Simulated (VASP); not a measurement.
# BiAs3P4 in VASP: single point with PBEsol

Aim: the single point of BiAs3P4 with PBEsol.

All numbers are computed with VASP 6.6.1; they aren't measurements. Logs are shortened: lines on timing, memory, paths and dates and some standing lists are left out, and cuts for length are marked.

## (1) The cell of the first run

The typed cell holds 8 atoms: a = 6.486 Å, b = 7.054 Å, c = 3.719 Å, α = 90.00°, β = 90.00°, γ = 107.97°.

## (2) Single point, PBEsol

INCAR reads:

```
SYSTEM = BiAs3P4
  PREC = Accurate
  ENCUT = 500
  EDIFF = 1E-6
  ISMEAR = -1
  SIGMA = 0.05
  LREAL = .False.
  LASPH = .True.
  NELM = 120
  ALGO = Normal
  ISIF = 2
  LWAVE = .False.
  LCHARG = .False.
  GGA = PS
  NBANDS = 35
  GGA_COMPAT = .False.
```

KPOINTS reads:

```
regular mesh
0
Gamma
  4 4 6
  0 0 0
```

POSCAR reads:

```
BiAs3P4
1.0
    3.7372797660     -5.3006264955      0.0003423725
    4.2297683125      5.6455918920     -0.0029371343
    0.0011632087      0.0012216836      3.7192725723
Bi As P
1 3 4
Direct
    0.5061368145      0.5190624719      0.0020857489
    0.0152232651      0.5564604695      0.5020524615
    0.5119581196      0.0254944214      0.5020101298
    0.0063726651      0.0177488378      0.0019821501
    0.2291104815      0.7375154917      0.0020781546
    0.7662378005      0.7431465270      0.5020917521
    0.2338322893      0.1929889416      0.5020207204
    0.7375692197      0.2032956830      0.0020365710
```

Potentials or basis: VASP PAW PBE potentials, release 64 (Bi_d, As, P).

On the command line:

```sh
$ cat potpaw_PBE.64/Bi_d/POTCAR potpaw_PBE.64/As/POTCAR potpaw_PBE.64/P/POTCAR > POTCAR
$ mpirun -np 1 vasp_std > vasp.out
```

OUTCAR:

```text
SYSTEM = BiAs3P4
   PREC = Accurate
   ENCUT = 500
   EDIFF = 1E-6
   ISMEAR = -1
   LREAL = .False.
   LASPH = .True.
   NELM = 120
   ISIF = 2
   GGA = PS

 ion  position               nearest neighbor table
   1  0.506  0.519  0.002-   6 2.68   6 2.68   5 2.70   8 3.05   7 3.06   7 3.06
   2  0.015  0.556  0.502-   6 2.38   5 2.43   5 2.43
   3  0.512  0.025  0.502-   7 2.44   8 2.46   8 2.46
   4  0.006  0.018  0.002-   7 2.46   7 2.46   8 2.48   5 2.79   6 2.79   6 2.79
   5  0.229  0.738  0.002-   2 2.43   2 2.43   1 2.70   4 2.79
   6  0.766  0.743  0.502-   2 2.38   1 2.68   1 2.68   4 2.79   4 2.79
   7  0.234  0.193  0.502-   3 2.44   4 2.46   4 2.46   1 3.06   1 3.06
   8  0.738  0.203  0.002-   3 2.46   3 2.46   4 2.48   1 3.05

  LATTYP: Found a triclinic cell.
 ALAT       =    13.2433841880
 B/A-ratio  =     1.0189158496
 C/A-ratio  =     1.1697314670
 COS(alpha) =     0.0000153939
 COS(beta)  =     0.6185897178
 COS(gamma) =     0.7835452300

  Lattice vectors:

 A1 = (   0.4901621291,  10.9437750203,  -7.4418246514)
 A2 = (  -7.4757227407,  10.6000313074,  -3.7199573173)
 A3 = (  12.1944899736,   5.9881139213,  -7.4440770407)

Analysis of symmetry for initial positions (statically):
=====================================================================
 Subroutine PRICEL returns:
 Original cell was already a primitive cell.

 Routine SETGRP: Setting up the symmetry group for a
 triclinic supercell.

 Subroutine GETGRP returns: Found  1 space group operations
 (whereof  1 operations were pure point group operations)
 out of a pool of  2 trial point group operations.

The static configuration has the point symmetry C_1 .

Analysis of symmetry for dynamics (positions and initial velocities):
=====================================================================
 Subroutine PRICEL returns:
 Original cell was already a primitive cell.

 Routine SETGRP: Setting up the symmetry group for a
 triclinic supercell.

 Subroutine GETGRP returns: Found  1 space group operations
 (whereof  1 operations were pure point group operations)
 out of a pool of  2 trial point group operations.

The dynamic configuration has the point symmetry C_1 .

 Subroutine INISYM returns: Found  1 space group operations
 (whereof  1 operations are pure point group operations),
 and found     1 'primitive' translations

----------------------------------------------------------------------------------------

                                     Primitive cell

  volume of cell :     161.8612

  direct lattice vectors                    reciprocal lattice vectors
     3.737279766 -5.300626496  0.000342372     0.129725333 -0.097192312 -0.000008647
     4.229768313  5.645591892 -0.002937134     0.121798643  0.085875808 -0.000066301
     0.001163209  0.001221684  3.719272572     0.000084244  0.000076764  0.268869729

  length of vectors
     6.485668926  7.054336001  3.719272955     0.162095674  0.149028750  0.268869753

  position of ions in fractional coordinates (direct lattice)
     0.506136815  0.519062472  0.002085749
     0.015223265  0.556460470  0.502052461
     0.511958120  0.025494421  0.502010130
     0.006372665  0.017748838  0.001982150
     0.229110482  0.737515492  0.002078155
     0.766237801  0.743146527  0.502091752
     0.233832289  0.192988942  0.502020720
     0.737569220  0.203295683  0.002036571

  ion indices of the primitive-cell ions
   primitive index   ion index
                 1           1
                 2           2
                 3           3
                 4           4
                 5           5
                 6           6
                 7           7
                 8           8

----------------------------------------------------------------------------------------

 KPOINTS: regular mesh

Automatic generation of k-mesh.
 Grid dimensions read from file:
 generate k-points for:    4    4    6

 Generating k-lattice:

  Cartesian coordinates                     Fractional coordinates (reciprocal lattice)
     0.032431333 -0.024298078 -0.000002162     0.250000000  0.000000000  0.000000000
     0.030449661  0.021468952 -0.000016575     0.000000000  0.250000000  0.000000000
     0.000014041  0.000012794  0.044811621    -0.000000000  0.000000000  0.166666667

  Length of vectors
     0.040523918  0.037257187  0.044811626

  Shift w.r.t. Gamma in fractional coordinates (k-lattice)
     0.000000000  0.000000000  0.000000000

 Subroutine IBZKPT returns following result:
 ===========================================

 Found     52 irreducible k-points:

 Following reciprocal coordinates:
            Coordinates               Weight
  0.000000  0.000000  0.000000      1.000000
  0.250000 -0.000000 -0.000000      2.000000
  0.500000 -0.000000 -0.000000      1.000000
 -0.000000  0.250000  0.000000      2.000000
  0.250000  0.250000  0.000000      2.000000
  0.500000  0.250000 -0.000000      2.000000
[... 16 lines left out ...]
 -0.000000  0.500000  0.166667      2.000000
  0.250000  0.500000  0.166667      2.000000
 [... further k-points ...]
   k-points           NKPTS =     52   k-points in BZ     NKDIM =     52   number of bands    NBANDS=     35
   number of dos      NEDOS =    301   number of ions     NIONS =      8
   total plane-waves  NPLWV =  72576
   dimension x,y,z NGX =    48 NGY =   54 NGZ =   28
   dimension x,y,z NGXF=    96 NGYF=  108 NGZF=   56
   ions per type =               1   3   4
   NGX,Y,Z   is equivalent  to a cutoff of  12.30, 12.73, 12.52 a.u.
   NGXF,Y,Z  is equivalent  to a cutoff of  24.61, 25.45, 25.03 a.u.
 SYSTEM =  BiAs3P4
   PREC   = accura    normal or accurate (medium, high low for compatibility)
   ISTART =      0    job   : 0-new  1-cont  2-samecut
   ICHARG =      2    charge: 1-file 2-atom 10-const
   ISPIN  =      1    spin polarized calculation?
   LNONCOLLINEAR =      F non collinear calculations
   LSORBIT =      F    spin-orbit coupling
   LASPH  =      T    aspherical Exc in radial PAW
   ENCUT  =  500.0 eV  36.75 Ry    6.06 a.u.  11.82 12.86  6.78*2*pi/ulx,y,z
   NELM   =    120;   NELMIN=  2; NELMDL= -5     # of ELM steps
   EDIFF  = 0.1E-05   stopping-criterion for ELM
   LREAL  =      F    real-space projection
   EDIFFG = 0.1E-04   stopping-criterion for IOM
   NSW    =      0    number of steps for IOM
   IBRION =     -1    ionic relax: 0-MD 1-quasi-New 2-CG
   NFREE  =      0    steps in history (QN), initial steepest desc. (CG)
   ISIF   =      2    stress and relaxation
   ISYM   =      2    0-nonsym 1-usesym 2-fastsym
   POTIM  = 0.5000    time-step for ionic-motion
   TEBEG  =    0.0;   TEEND  =   0.0 temperature during run
   PSTRESS=    0.0 pullay stress
   NELECT =      50.0000    total number of electrons
   NUPDOWN=      -1.0000    fix difference up-down
   EMIN   =  10.00;   EMAX   =-10.00  energy-range for DOS
   EFERMI =   0.00;   METHOD = LEGACY
   ISMEAR =    -1;   SIGMA  =   0.05  broadening in eV -4-tet -1-fermi 0-gaus
   EFERMI_NEDOS =   21; number of points for ismear=-14 and -15
   IALGO  =     38    algorithm
   IMIX   =      4    mixing-type and parameters
     AMIX     =   0.40;   BMIX     =  1.00
     AMIX_MAG =   1.60;   BMIX_MAG =  1.00
  volume/ion in A,a.u.               =      20.23       136.54
  Fermi-wavevector in a.u.,A,eV,Ry     =   1.106668  2.091299 16.663238  1.224713
  Thomas-Fermi vector in A             =   2.243172
   LORBIT       =      0    0 simple, 1 ext, 2 COOP (PROOUT), +10 PAW based schemes
   GGA     = PS    functional components
   LHFCALC =     F    Hartree Fock is set to
   AEXX    =    0.0000 exact exchange contribution
   IVDW    =     0    specifies the selected vdW correction
   LEPSILON=     F    determine dielectric tensor
   LRPA    =     F    only Hartree local field effects (RPA)
 non-spin polarized calculation
  energy-cutoff  :      500.00
  volume of cell :      161.86
 maximum number of plane-waves:      4136
   NGX = 23   NGY = 25   NGZ = 13

 number of electron      50.0000000 magnetization

 Free energy of the ion-electron system (eV)
  ---------------------------------------------------
  ext. energy  EPLUGINS =         0.00000000
  ---------------------------------------------------
  free energy    TOTEN  =       -42.03012095 eV

  energy without entropy =      -42.02379070  energy(sigma->0) =      -42.02695583

 E-fermi :   7.0127     XC(G=0): -10.4330

 val. band max:        6.9269896117   @ k =   0.2500   0.5000   0.1667
 cond. band min:       7.0233193096   @ k =   0.5000   0.2500  -0.0000
 fundamental gap:      0.0963296979
 Fermi energy:         7.0127366203

 k-point     1 :       0.0000    0.0000    0.0000
  band No.  band energies     occupation
      1     -16.2139      2.00000
      2     -16.1560      2.00000
      3     -16.1476      2.00000
      4     -16.1341      2.00000
      5     -16.1290      2.00000
      6      -8.2213      2.00000
[... 27 lines left out ...]
     34      10.2210      0.00000
     35      10.3029      0.00000

 k-point     2 :       0.2500   -0.0000   -0.0000
  band No.  band energies     occupation
      1     -16.2139      2.00000
      2     -16.1560      2.00000
      3     -16.1477      2.00000
      4     -16.1341      2.00000
      5     -16.1289      2.00000
      6      -8.0079      2.00000
[... 27 lines left out ...]
     34       9.9214      0.00000
     35      10.2945      0.00000

 k-point     3 :       0.5000   -0.0000   -0.0000
  band No.  band energies     occupation
      1     -16.2138      2.00000
      2     -16.1560      2.00000
      3     -16.1477      2.00000
      4     -16.1341      2.00000
      5     -16.1288      2.00000
      6      -7.4716      2.00000
[... 27 lines left out ...]
     34      10.2439      0.00000
     35      10.4104      0.00000
[... 723 lines left out ...]
 k-point    23 :      -0.0000    0.5000    0.1667
  band No.  band energies     occupation
      1     -16.1958      2.00000
      2     -16.1663      2.00000
      3     -16.1432      2.00000
      4     -16.1409      2.00000
      5     -16.1277      2.00000
      6      -7.5047      2.00000
[... 27 lines left out ...]
     34      10.7286      0.00000
     35      11.0344      0.00000

 k-point    24 :       0.2500    0.5000    0.1667
  band No.  band energies     occupation
      1     -16.1957      2.00000
      2     -16.1663      2.00000
      3     -16.1433      2.00000
      4     -16.1409      2.00000
      5     -16.1276      2.00000
      6      -7.3953      2.00000
[... 27 lines left out ...]
     34      10.6537      0.00000
     35      10.9581      0.00000

 [... further k-points ...]
[... 5 lines left out ...]
  --------------------------------------------------------------------------------------
  -------------------------------------------------------------------------------------
  Total        0.1839801      0.2158520      0.1980874      0.0000710     -0.0020007     -0.0005745
  in kB        1.8211201      2.1366032      1.9607607      0.0007026     -0.0198035     -0.0056869
  external PRESSURE =       1.9728280 kB  Pullay stress =       0.0000000 kB

 VOLUME and BASIS-vectors are now :
 -----------------------------------------------------------------------------
  energy-cutoff  :      500.00
  volume of cell :      161.86
      direct lattice vectors                 reciprocal lattice vectors
     3.737279766 -5.300626496  0.000342372     0.129725333 -0.097192312 -0.000008647
     4.229768313  5.645591892 -0.002937134     0.121798643  0.085875808 -0.000066301
     0.001163209  0.001221684  3.719272572     0.000084244  0.000076764  0.268869729

 POSITION                                       TOTAL-FORCE (eV/Angst)
 -----------------------------------------------------------------------------------
      4.08709      0.24758      0.00641         0.003668     -0.001265     -0.000664
      2.41118      3.06147      1.86564        -0.026199     -0.025632      0.000453
      2.02175     -2.56915      1.86721        -0.018837     -0.018746      0.000515
      0.09889      0.06643      0.00732        -0.024853     -0.011180      0.000934
      3.97577      2.94928      0.00564         0.025268     -0.002335     -0.000373
      6.00757      0.13458      1.86550        -0.000374      0.026846     -0.000414
      1.69078     -0.14931      1.86667         0.019418      0.018719     -0.000079
      3.61640     -2.76185      0.00723         0.021910      0.013594     -0.000372
 -----------------------------------------------------------------------------------
    total drift:                                0.000472     -0.000186     -0.000201

  FREE ENERGIE OF THE ION-ELECTRON SYSTEM (eV)
  ---------------------------------------------------
  free  energy   TOTEN  =       -42.0301209519 eV

  energy  without entropy=      -42.0237906998  energy(sigma->0) =      -42.02695583
```

Wall time 5.4 min (1 thread of Intel Xeon 8259CL, shared host); peak memory 0.41 GiB.

Results:

* Free energy: -42.0301 eV
* Pressure: 0.2 GPa
* Largest force: 0.037 eV/Å
* Band gap on the k mesh: zero (band 25 reaches 7.11 eV, above the bottom of band 26 at 6.74 eV)

Forces on the atoms (eV/Å):
```
Bi   0.004 -0.001 -0.001
As  -0.026 -0.026  0.000
As  -0.019 -0.019  0.001
As  -0.025 -0.011  0.001
P    0.025 -0.002  0.000
P    0.000  0.027  0.000
P    0.019  0.019  0.000
P    0.022  0.014  0.000
```

Caveat: the PAW data sets were made with another functional, which shifts forces and pressure a little; spin-orbit coupling is left out, which moves the levels of the heavy elements.
